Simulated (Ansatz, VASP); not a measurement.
Two plane-wave programs on InSb

The input INCAR:

```
SYSTEM = InSb
ALGO = Normal
EDIFF = 1E-6
ENCUT = 520
GGA = PE
ISIF = 2
ISMEAR = 0
LASPH = .TRUE.
LCHARG = .FALSE.
LREAL = .FALSE.
LWAVE = .FALSE.
NBANDS = 16
NELM = 100
PREC = Accurate
SIGMA = 0.1
```

KPOINTS

```
k-points
0
G
  14 14 8
  0 0 0
```

POSCAR

```
InSb
1.0
    3.0766560000      0.0000000000      0.0000000000
    0.0000000000      3.0766560000      0.0000000000
    0.0000000000      0.0000000000      6.2154700000
In Sb
1 1
Direct
    0.0000000000      0.0000000000      0.0000000000
    0.0000000000      0.0000000000      0.5000000000
```

Input for Ansatz:

```yaml
crystal:
  lattice:
    - [3.076656, 0.0, 0.0]
    - [0.0, 3.076656, 0.0]
    - [0.0, 0.0, 6.21547]
  atoms:
    - { symbol: In, position: [0.0, 0.0, 0.0] }
    - { symbol: Sb, position: [0.0, 0.0, 0.5] }
basis:
  ecutwfc: 420
kpoints:
  mp_grid: { grid: [14, 14, 8] }
hamiltonian:
  xc: pbe
scf:
  occupations: { method: gaussian, width: 0.1 }
output:
  forces: true
  stress: true
  eigenvalues: true
  populations: true
```

Alike in both runs: task single point; functional PBE; k mesh 14 × 14 × 8; occupations gaussian, width 0.1 eV; no spin polarisation.

|  | VASP | Ansatz |
| --- | --- | --- |
| version | VASP 6.6.1 | Ansatz 0.2.0 |
| potentials or method | VASP PAW PBE potentials, release 64 (In_d, Sb), cutoff 520 eV | scalar-relativistic, plane waves, PAW |
| valence electrons in the cell | 18 | 28 |

```csv
,VASP,Ansatz,Ansatz less VASP
gap on the k mesh at the Fermi level (eV),none,none,-
pressure (GPa),0.5,0.5,+0.03
"traceless stress, the component that is largest in VASP (GPa)",-0.16,-0.16,+0.007
```

A gap of «none» marks a metal or a gap that the smearing closes. VASP's potentials hold 18 valence electrons a cell and Ansatz's 28, so a difference there can come from the potentials and not from the codes.

Neither program's run includes spin-orbit coupling.
